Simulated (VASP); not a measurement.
# Au (Pm-3m) in VASP: further runs

The runs below take Au through single point, with PBE.

Everything below comes from runs of VASP 6.6.1. Logs are shortened: lines on timing, memory, paths and dates and some standing lists are left out, and cuts for length are marked.

## (1) The cell of the first run

The structure is cubic, space group Pm-3m (No. 221). The conventional cell has a = 2.767 Å, b = 2.767 Å, c = 2.767 Å, α = 90.00°, β = 90.00°, γ = 90.00°. Within 3.6 Å of Au (site symmetry m-3m) lie 6 Au at 2.77 Å.

This isn't the form of Au at room conditions, which is fcc.

## (2) Single point, PBE

The input, INCAR:

```
  ALGO = Normal
  EDIFF = 1E-7
  ENCUT = 520
  GGA = PE
  ISIF = 2
  ISMEAR = -1
  LASPH = True
  LCHARG = False
  LREAL = False
  LWAVE = False
  NBANDS = 12
  NELM = 80
  PREC = Accurate
  SIGMA = 0.06122561905347299
```

The input, KPOINTS:

```
k-points
0
Gamma
  39 39 39
```

The input, POSCAR:

```
Au
1.0
    2.7665322852      0.0000000000      0.0000000000
    0.0000000000      2.7665322852      0.0000000000
    0.0000000000      0.0000000000      2.7665322852
Au
1
Direct
    0.0000000000      0.0000000000      0.0000000000
```

Potentials or basis: VASP PAW PBE potentials, release 64 (Au).

The run is started by

```console
$ cat potpaw_PBE.64/Au/POTCAR > POTCAR
$ mpirun -np 1 vasp_std > vasp.out
```

OUTCAR:

```text
EDIFF = 1E-7
   ENCUT = 520
   GGA = PE
   ISIF = 2
   ISMEAR = -1
   LASPH = True
   LREAL = False
   NELM = 80
   PREC = Accurate

 ion  position               nearest neighbor table
   1  0.000  0.000  0.000-

  LATTYP: Found a simple cubic cell.
 ALAT       =     2.7665322852

  Lattice vectors:

 A1 = (   2.7665322852,   0.0000000000,   0.0000000000)
 A2 = (   0.0000000000,   2.7665322852,   0.0000000000)
 A3 = (   0.0000000000,   0.0000000000,   2.7665322852)

Analysis of symmetry for initial positions (statically):
=====================================================================
 Subroutine PRICEL returns:
 Original cell was already a primitive cell.

 Routine SETGRP: Setting up the symmetry group for a
 simple cubic supercell.

 Subroutine GETGRP returns: Found 48 space group operations
 (whereof 48 operations were pure point group operations)
 out of a pool of 48 trial point group operations.

The static configuration has the point symmetry O_h .

Analysis of symmetry for dynamics (positions and initial velocities):
=====================================================================
 Subroutine PRICEL returns:
 Original cell was already a primitive cell.

 Routine SETGRP: Setting up the symmetry group for a
 simple cubic supercell.

 Subroutine GETGRP returns: Found 48 space group operations
 (whereof 48 operations were pure point group operations)
 out of a pool of 48 trial point group operations.

The dynamic configuration has the point symmetry O_h .

 Subroutine INISYM returns: Found 48 space group operations
 (whereof 48 operations are pure point group operations),
 and found     1 'primitive' translations

----------------------------------------------------------------------------------------

                                     Primitive cell

  volume of cell :      21.1742

  direct lattice vectors                    reciprocal lattice vectors
     2.766532285  0.000000000  0.000000000     0.361463340  0.000000000  0.000000000
     0.000000000  2.766532285  0.000000000     0.000000000  0.361463340  0.000000000
     0.000000000  0.000000000  2.766532285     0.000000000  0.000000000  0.361463340

  length of vectors
     2.766532285  2.766532285  2.766532285     0.361463340  0.361463340  0.361463340

  position of ions in fractional coordinates (direct lattice)
     0.000000000  0.000000000  0.000000000

  ion indices of the primitive-cell ions
   primitive index   ion index
                 1           1

----------------------------------------------------------------------------------------

 KPOINTS: k-points

Automatic generation of k-mesh.
 Grid dimensions read from file:
 generate k-points for:   39   39   39

 Generating k-lattice:

  Cartesian coordinates                     Fractional coordinates (reciprocal lattice)
     0.009268291  0.000000000  0.000000000     0.025641026  0.000000000  0.000000000
     0.000000000  0.009268291  0.000000000     0.000000000  0.025641026  0.000000000
     0.000000000  0.000000000  0.009268291     0.000000000  0.000000000  0.025641026

  Length of vectors
     0.009268291  0.009268291  0.009268291

  Shift w.r.t. Gamma in fractional coordinates (k-lattice)
     0.000000000  0.000000000  0.000000000

 Subroutine IBZKPT returns following result:
 ===========================================

 Found   1540 irreducible k-points:

 Following reciprocal coordinates:
            Coordinates               Weight
  0.000000  0.000000  0.000000      1.000000
  0.025641  0.000000  0.000000      6.000000
  0.051282  0.000000  0.000000      6.000000
  0.076923  0.000000  0.000000      6.000000
  0.102564  0.000000  0.000000      6.000000
  0.128205  0.000000  0.000000      6.000000
[... 16 lines left out ...]
  0.076923  0.025641  0.000000     24.000000
  0.102564  0.025641  0.000000     24.000000
 [... further k-points ...]
   k-points           NKPTS =   1540   k-points in BZ     NKDIM =   1540   number of bands    NBANDS=     12
   number of dos      NEDOS =    301   number of ions     NIONS =      1
   total plane-waves  NPLWV =  13824
   dimension x,y,z NGX =    24 NGY =   24 NGZ =   24
   dimension x,y,z NGXF=    48 NGYF=   48 NGZF=   48
   ions per type =               1
   NGX,Y,Z   is equivalent  to a cutoff of  14.42, 14.42, 14.42 a.u.
   NGXF,Y,Z  is equivalent  to a cutoff of  28.84, 28.84, 28.84 a.u.
 SYSTEM =  unknown system
   PREC   = accura    normal or accurate (medium, high low for compatibility)
   ISTART =      0    job   : 0-new  1-cont  2-samecut
   ICHARG =      2    charge: 1-file 2-atom 10-const
   ISPIN  =      1    spin polarized calculation?
   LNONCOLLINEAR =      F non collinear calculations
   LSORBIT =      F    spin-orbit coupling
   LASPH  =      T    aspherical Exc in radial PAW
   ENCUT  =  520.0 eV  38.22 Ry    6.18 a.u.   5.14  5.14  5.14*2*pi/ulx,y,z
   NELM   =     80;   NELMIN=  2; NELMDL= -5     # of ELM steps
   EDIFF  = 0.1E-06   stopping-criterion for ELM
   LREAL  =      F    real-space projection
   EDIFFG = 0.1E-05   stopping-criterion for IOM
   NSW    =      0    number of steps for IOM
   IBRION =     -1    ionic relax: 0-MD 1-quasi-New 2-CG
   NFREE  =      0    steps in history (QN), initial steepest desc. (CG)
   ISIF   =      2    stress and relaxation
   ISYM   =      2    0-nonsym 1-usesym 2-fastsym
   POTIM  = 0.5000    time-step for ionic-motion
   TEBEG  =    0.0;   TEEND  =   0.0 temperature during run
   PSTRESS=    0.0 pullay stress
   NELECT =      11.0000    total number of electrons
   NUPDOWN=      -1.0000    fix difference up-down
   EMIN   =  10.00;   EMAX   =-10.00  energy-range for DOS
   EFERMI =   0.00;   METHOD = LEGACY
   ISMEAR =    -1;   SIGMA  =   0.06  broadening in eV -4-tet -1-fermi 0-gaus
   EFERMI_NEDOS =   21; number of points for ismear=-14 and -15
   IALGO  =     38    algorithm
   IMIX   =      4    mixing-type and parameters
     AMIX     =   0.40;   BMIX     =  1.00
     AMIX_MAG =   1.60;   BMIX_MAG =  1.00
  volume/ion in A,a.u.               =      21.17       142.89
  Fermi-wavevector in a.u.,A,eV,Ry     =   1.316043  2.486960 23.564861  1.731968
  Thomas-Fermi vector in A             =   2.446183
   LORBIT       =      0    0 simple, 1 ext, 2 COOP (PROOUT), +10 PAW based schemes
   GGA     = PE    functional components
   LHFCALC =     F    Hartree Fock is set to
   AEXX    =    0.0000 exact exchange contribution
   IVDW    =     0    specifies the selected vdW correction
   LEPSILON=     F    determine dielectric tensor
   LRPA    =     F    only Hartree local field effects (RPA)
 non-spin polarized calculation
  energy-cutoff  :      520.00
  volume of cell :       21.17
 maximum number of plane-waves:       587
 NGX is ok and might be reduce to    24
   NGX = 11   NGY = 11   NGZ = 11

 number of electron      10.9999999 magnetization

 Free energy of the ion-electron system (eV)
  ---------------------------------------------------
  ext. energy  EPLUGINS =         0.00000000
  ---------------------------------------------------
  free energy    TOTEN  =        -3.02132539 eV

  energy without entropy =       -3.01781334  energy(sigma->0) =       -3.01956936

 E-fermi :   5.9819     XC(G=0): -11.3126

 val. band max:        5.9804393231   @ k =   0.3333   0.3077   0.2564
 cond. band min:       5.9844925881   @ k =   0.4872   0.0769   0.0000
 fundamental gap:      0.0040532650
 Fermi energy:         5.9819212129

 k-point     1 :       0.0000    0.0000    0.0000
  band No.  band energies     occupation
      1      -1.5693      2.00000
      2       0.5462      2.00000
      3       0.5462      2.00000
      4       4.5707      2.00000
      5       4.5707      2.00000
      6       4.5707      2.00000
      7      19.7439      0.00000
      8      19.7439      0.00000
      9      19.7439      0.00000
     10      24.4549      0.00000
     11      26.8662      0.00000
     12      26.8662      0.00000

 k-point     2 :       0.0256    0.0000    0.0000
  band No.  band energies     occupation
      1      -1.5534      2.00000
      2       0.5485      2.00000
      3       0.5580      2.00000
      4       4.5604      2.00000
      5       4.5604      2.00000
      6       4.5715      2.00000
      7      19.5899      0.00000
      8      19.7696      0.00000
      9      19.7696      0.00000
     10      24.5566      0.00000
     11      26.8138      0.00000
     12      26.9390      0.00000

 k-point     3 :       0.0513    0.0000    0.0000
  band No.  band energies     occupation
      1      -1.5061      2.00000
      2       0.5555      2.00000
      3       0.5940      2.00000
      4       4.5299      2.00000
      5       4.5299      2.00000
      6       4.5739      2.00000
      7      19.1764      0.00000
      8      19.8463      0.00000
      9      19.8463      0.00000
     10      24.7972      0.00000
     11      26.6629      0.00000
     12      27.1730      0.00000

 k-point     4 :       0.0769    0.0000    0.0000
  band No.  band energies     occupation
      1      -1.4290      2.00000
      2       0.5670      2.00000
      3       0.6548      2.00000
      4       4.4805      2.00000
      5       4.4805      2.00000
      6       4.5780      2.00000
      7      18.5958      0.00000
      8      19.9725      0.00000
      9      19.9725      0.00000
     10      25.0538      0.00000
     11      26.4304      0.00000
     12      27.5970      0.00000

 k-point     5 :       0.1026    0.0000    0.0000
  band No.  band energies     occupation
      1      -1.3245      2.00000
      2       0.5827      2.00000
      3       0.7418      2.00000
      4       4.4139      2.00000
      5       4.4139      2.00000
      6       4.5834      2.00000
      7      17.9220      0.00000
      8      20.1456      0.00000
      9      20.1456      0.00000
     10      25.2500      0.00000
     11      26.1372      0.00000
     12      28.2108      0.00000

 k-point     6 :       0.1282    0.0000    0.0000
  band No.  band energies     occupation
      1      -1.1963      2.00000
      2       0.6023      2.00000
      3       0.8572      2.00000
      4       4.3326      2.00000
      5       4.3326      2.00000
      6       4.5902      2.00000
      7      17.2002      0.00000
      8      20.3624      0.00000
      9      20.3624      0.00000
     10      25.3759      0.00000
     11      25.8035      0.00000
     12      28.9753      0.00000

 k-point     7 :       0.1538    0.0000    0.0000
  band No.  band energies     occupation
      1      -1.0491      2.00000
      2       0.6253      2.00000
      3       1.0037      2.00000
      4       4.2395      2.00000
      5       4.2395      2.00000
      6       4.5982      2.00000
      7      16.4555      0.00000
      8      20.6190      0.00000
      9      20.6190      0.00000
     10      25.4465      0.00000
     11      25.4478      0.00000
     12      29.8433      0.00000

 k-point     8 :       0.1795    0.0000    0.0000
  band No.  band energies     occupation
      1      -0.8885      2.00000
      2       0.6511      2.00000
      3       1.1842      2.00000
      4       4.1377      2.00000
      5       4.1377      2.00000
      6       4.6071      2.00000
      7      15.7028      0.00000
      8      20.9109      0.00000
      9      20.9109      0.00000
     10      25.0799      0.00000
     11      25.4800      0.00000
     12      30.7775      0.00000
[... 166 lines left out ...]
 k-point    20 :       0.4872    0.0000    0.0000
  band No.  band energies     occupation
      1       0.4559      2.00000
      2       0.9258      2.00000
      3       3.2048      2.00000
      4       3.2048      2.00000
      5       4.6992      2.00000
      6       5.6437      1.99205
      7       8.0119      0.00000
      8      22.3203      0.00000
      9      24.3343      0.00000
     10      24.7429      0.00000
     11      24.7429      0.00000
     12      30.3799      0.00000

 k-point    21 :       0.0256    0.0256    0.0000
  band No.  band energies     occupation
      1      -1.5375      2.00000
      2       0.5556      2.00000
      3       0.5651      2.00000
      4       4.5500      2.00000
      5       4.5596      2.00000
      6       4.5628      2.00000
      7      19.5750      0.00000
      8      19.6565      0.00000
      9      19.7954      0.00000
     10      24.6600      0.00000
     11      26.8257      0.00000
     12      26.9456      0.00000

 k-point    22 :       0.0513    0.0256    0.0000
  band No.  band energies     occupation
      1      -1.4901      2.00000
      2       0.5645      2.00000
      3       0.5991      2.00000
      4       4.5195      2.00000
      5       4.5305      2.00000
      6       4.5639      2.00000
      7      19.1916      0.00000
      8      19.7027      0.00000
      9      19.8722      0.00000
     10      24.9046      0.00000
     11      26.7020      0.00000
     12      27.1492      0.00000

 k-point    23 :       0.0769    0.0256    0.0000
  band No.  band energies     occupation
      1      -1.4129      2.00000
      2       0.5763      2.00000
      3       0.6595      2.00000
      4       4.4698      2.00000
      5       4.4811      2.00000
      6       4.5679      2.00000
      7      18.6140      0.00000
      8      19.8243      0.00000
      9      19.9984      0.00000
     10      25.1641      0.00000
     11      26.4759      0.00000
     12      27.5657      0.00000

 k-point    24 :       0.1026    0.0256    0.0000
  band No.  band energies     occupation
      1      -1.3083      2.00000
      2       0.5921      2.00000
      3       0.7463      2.00000
      4       4.4030      2.00000
      5       4.4146      2.00000
      6       4.5734      2.00000
      7      17.9416      0.00000
      8      19.9928      0.00000
      9      20.1716      0.00000
     10      25.3593      0.00000
     11      26.1884      0.00000
     12      28.1773      0.00000

 [... further k-points ...]
[... 5 lines left out ...]
  --------------------------------------------------------------------------------------
  -------------------------------------------------------------------------------------
  Total       -0.2850992     -0.2850992     -0.2850992      0.0000000      0.0000000      0.0000000
  in kB      -21.5724449    -21.5724449    -21.5724449      0.0000000      0.0000000      0.0000000
  external PRESSURE =     -21.5724449 kB  Pullay stress =       0.0000000 kB

 VOLUME and BASIS-vectors are now :
 -----------------------------------------------------------------------------
  energy-cutoff  :      520.00
  volume of cell :       21.17
      direct lattice vectors                 reciprocal lattice vectors
     2.766532285  0.000000000  0.000000000     0.361463340  0.000000000  0.000000000
     0.000000000  2.766532285  0.000000000     0.000000000  0.361463340  0.000000000
     0.000000000  0.000000000  2.766532285     0.000000000  0.000000000  0.361463340

 POSITION                                       TOTAL-FORCE (eV/Angst)
 -----------------------------------------------------------------------------------
      0.00000      0.00000      0.00000         0.000000      0.000000      0.000000
 -----------------------------------------------------------------------------------
    total drift:                               -0.000000      0.000000      0.000000

  FREE ENERGIE OF THE ION-ELECTRON SYSTEM (eV)
  ---------------------------------------------------
  free  energy   TOTEN  =        -3.0213253923 eV

  energy  without entropy=       -3.0178133372  energy(sigma->0) =       -3.01956936
```

Wall time 6.4 min (1 thread of Oxide Virtual Turin-like, shared host); peak memory 0.43 GiB.

Results:

```yaml
Free_energy: -3.0213 eV
Pressure: -2.2 GPa
Band_gap_on_the_k_mesh: zero (an odd number of electrons rules out a gap without spin polarisation)
```

Caveat: spin-orbit coupling is left out, which moves the levels of the heavy elements.

## (3) Single point, PBE

This run uses another cell than the first one, of 21.59 Å³/atom.

The input, INCAR:

```
SYSTEM = Au
ALGO     = Normal         ! electronic algorithm
EDIFF    = 1E-6           ! SCF threshold, eV
ENCUT    = 520            ! plane-wave cutoff, eV
GGA      = PE             ! functional
ISIF     = 2              ! what is computed and relaxed
ISMEAR   = -1             ! smearing method
LASPH    = .TRUE.         ! aspherical terms in the spheres
LCHARG   = .FALSE.        ! write CHGCAR
LREAL    = .FALSE.        ! projectors in reciprocal space
LWAVE    = .FALSE.        ! write WAVECAR
NBANDS   = 12             ! bands
NELM     = 100            ! most SCF steps
PREC     = Accurate       ! precision mode
SIGMA    = 0.06122561905347299 ! smearing width, eV
```

The input, KPOINTS:

```
k-points
0
G
  39 39 39
  0 0 0
```

The input, POSCAR:

```
Au
1.0
    2.7844972840      0.0000000000      0.0000000000
    0.0000000000      2.7844972840      0.0000000000
    0.0000000000      0.0000000000      2.7844972840
Au
1
Direct
    0.0000000000      0.0000000000      0.0000000000
```

Potentials or basis: VASP PAW PBE potentials, release 64 (Au).

The run is started by

```console
$ cat potpaw_PBE.64/Au/POTCAR > POTCAR
$ mpirun -np 1 vasp_std > vasp.out
```

Run time: 4.7 min. Hardware: 1 thread of Oxide Virtual Turin-like, shared host; peak memory 0.43 GiB.

The run converged. Its results:

| Property | Result |
| --- | --- |
| Free energy | -3.0137 eV |
| Pressure | -3.9 GPa |
| Band gap on the k mesh | zero (an odd number of electrons rules out a gap without spin polarisation) |

Levels at points of the mesh, in eV from the Fermi level:
| k point | band 4 | band 5 | band 6 | band 7 | band 8 | band 9 |
| --- | --- | --- | --- | --- | --- | --- |
| (0.00, 0.00, 0.00) | -1.43 | -1.43 | -1.43 | 13.64 | 13.64 | 13.64 |

Caveat: the cell stands under tension; spin-orbit coupling is left out, which moves the levels of the heavy elements.

## (4) Single point, PBE

This run uses another cell than the first one, of 22.00 Å³/atom.

INCAR: that of step 3 with these lines changed.

```diff
@@ -12,3 +12,3 @@
 NBANDS   = 12             ! bands
-NELM     = 100            ! most SCF steps
+NELM     = 60             ! most SCF steps
 PREC     = Accurate       ! precision mode
```

KPOINTS is that of step 3.

The input, POSCAR:

```
Au
1.0
    2.8022334136      0.0000000000      0.0000000000
    0.0000000000      2.8022334136      0.0000000000
    0.0000000000      0.0000000000      2.8022334136
Au
1
Direct
    0.0000000000      0.0000000000      0.0000000000
```

The run is started by

```console
$ cat potpaw_PBE.64/Au/POTCAR > POTCAR
$ mpirun -np 1 vasp_std > vasp.out
```

It took 6.4 min on 1 thread of Oxide Virtual Turin-like, shared host; peak memory 0.45 GiB.

Results (log left out):

- Free energy: -3.0020 eV
- Pressure: -5.4 GPa
- Band gap on the k mesh: zero (an odd number of electrons rules out a gap without spin polarisation)

Levels at points of the mesh, in eV from the Fermi level:
| k point | band 2 | band 3 | band 4 | band 5 | band 6 | band 7 | band 8 | band 9 | band 10 | band 11 |
| --- | --- | --- | --- | --- | --- | --- | --- | --- | --- | --- |
| (0.00, 0.00, 0.00) | -5.21 | -5.21 | -1.44 | -1.44 | -1.44 | 13.52 | 13.52 | 13.52 | 18.05 | 20.42 |

Caveat: the cell stands under tension; spin-orbit coupling is left out, which moves the levels of the heavy elements.

## (5) Summary

| cell | gap on the mesh (eV) | pressure (GPa) |
| --- | --- | --- |
| a = 2.767 Å, 1 atom | none | -2.2 |
| a = 2.784 Å, 1 atom | none | -3.9 |
| a = 2.802 Å, 1 atom | none | -5.4 |

Alike in all rows: task single point; level PBE; potentials or basis VASP PAW PBE potentials, release 64 (Au); no spin polarisation; k mesh 39 × 39 × 39; cutoff (eV) 520; smearing fermi-dirac 0.0612256 eV.

Caveats: spin-orbit coupling is left out, which moves the levels of the heavy elements; the cell stands under tension (at least some runs).

Total energies depend on the potentials used, so only differences within one code and one set of settings carry meaning.

The gap in the log of VASP goes by the Fermi energy; the results here count the filled bands.